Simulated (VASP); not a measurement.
Mg, 2 atoms in the cell. Symmetry: P6_3/mmc, No. 194, hexagonal system. The conventional cell has a = 3.172 Å, b = 3.172 Å, c = 5.141 Å, α = 90.00°, β = 90.00°, γ = 120.00°. Mg (site symmetry -6m2) has 12 Mg at 3.16 to 3.17 Å within 4.2 Å. 

```yaml
Program: VASP 6.6.1
Task: electric field gradients
Functional: r2SCAN
Potentials_or_basis: VASP PAW PBE potentials, release 64 (Mg)
Cutoff: 520 eV
k_mesh: 15 × 15 × 8
Occupations: fermi-dirac, width 0.08 eV
Spin: no spin polarisation
Dipole_correction: no
Further_INCAR_settings: ALGO = Normal; EDIFF = 1e-08; NBANDS = 9
```

Potentials or basis: VASP PAW PBE potentials, release 64 (Mg).

Command:

```sh
$ cat potpaw_PBE.64/Mg/POTCAR > POTCAR
$ cp INCAR.step1 INCAR
$ mpirun -np 1 vasp_std > vasp.out
$ cp INCAR.step2 INCAR
$ mpirun -np 1 vasp_std > vasp.out
```

Hardware: 1 thread of Intel(R) Xeon(R) Platinum 8488C (Sapphire Rapids), with other jobs on the host.

Problem. Estimate the wall time of this run.

Solution. Wall time 83 s on 1 thread of Intel(R) Xeon(R) Platinum 8488C (Sapphire Rapids), with other jobs on the host, peak memory 0.2 GiB. Counts: k points 135.
